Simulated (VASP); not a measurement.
Set up this calculation in VASP 6.6.1, as the native input.

| Property | Result |
| --- | --- |
| Task | single point |
| Functional | PBEsol |
| Potentials or basis | VASP PAW PBE potentials, release 64 (Hf_pv, B) |
| Cutoff | 520 eV |
| k mesh | 16 × 16 × 12 |
| Occupations | gaussian, width 0.1 eV |
| Spin | no spin polarisation |
| Dipole correction | no |
| Further INCAR settings | ALGO = Normal; EDIFF = 1e-06; NBANDS = 21 |

The structure of HfB lies in POSCAR:

```
HfB
1.0
    2.3580384545      2.3580384545      0.0000000000
   -2.3580384545      2.3580384545      0.0000000000
    0.0000000000      0.0000000000      4.7160769089
Hf B
2 2
Direct
    0.5000000000      0.5000000000      0.0000000000
    0.0000000000      0.0000000000      0.5000000000
    0.0000000000      0.0000000000      0.0000000000
    0.5000000000      0.5000000000      0.5000000000
```

This cell differs from its parent crystal: equal strain along all axes, cell held: -1.5 %.

These files were run (other wordings do the same):

INCAR

```
  PREC = Accurate
  ENCUT = 520
  EDIFF = 1E-6
  ISMEAR = 0
  SIGMA = 0.1
  LREAL = F
  LASPH = T
  NELM = 80
  ALGO = Normal
  ISIF = 2
  LWAVE = F
  LCHARG = F
  GGA = PS
  NBANDS = 21
```

KPOINTS

```
Automatic mesh
0
Gamma
  16 16 12
```

Potentials or basis: VASP PAW PBE potentials, release 64 (Hf_pv, B).

The run is started by

```bash
$ cat potpaw_PBE.64/Hf_pv/POTCAR potpaw_PBE.64/B/POTCAR > POTCAR
$ mpirun -np 1 vasp_std > vasp.out
```

Results of the run:

```yaml
Pressure: 9.5 GPa
Band_gap_on_the_k_mesh: zero (band 13 reaches 6.80 eV, above the bottom of band 14 at 3.33 eV)
```

Caveat: the cell differs from its parent crystal (equal strain along all axes, cell held: -1.5 %); the PAW data sets were made with another functional, which shifts forces and pressure a little; spin-orbit coupling is left out, which moves the levels of the heavy elements.

Run time: 5.3 min on 1 thread of Intel Xeon 6975P-C, with other jobs on the host, peak memory 0.42 GiB.
